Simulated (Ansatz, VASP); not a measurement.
## La in VASP and in Ansatz

```xyz
1
Lattice="0.0000 2.6546 2.6546 2.6546 0.0000 2.6546 2.6546 2.6546 0.0000" Properties=species:S:1:pos:R:3 pbc="T T T"
La    0.0000    0.0000    0.0000
```

Alike in both runs: task relaxation of cell and atoms; functional r2SCAN; k mesh 10 × 10 × 10; occupations fermi-dirac, width 0.1 eV; no spin polarisation.

```csv
,VASP,Ansatz
version,VASP 6.6.1,Ansatz 0.2.0
potentials or method,"VASP PAW PBE potentials, release 64 (La), cutoff 600 eV","plane waves (500 eV) with PAW, scalar-relativistic"
valence electrons in the cell,11,11
```

Ansatz gave:

- relaxed volume (Å³/atom): 37.42
- relaxed cell length with the largest relative difference (Å): 3.754

Q: What did VASP give for the same quantities?

A: Relaxed volume (Å³/atom): 37.49; relaxed cell length with the largest relative difference (Å): 3.757.

VASP's potentials were made for PBE, not for r2SCAN.

Neither program's run includes spin-orbit coupling.
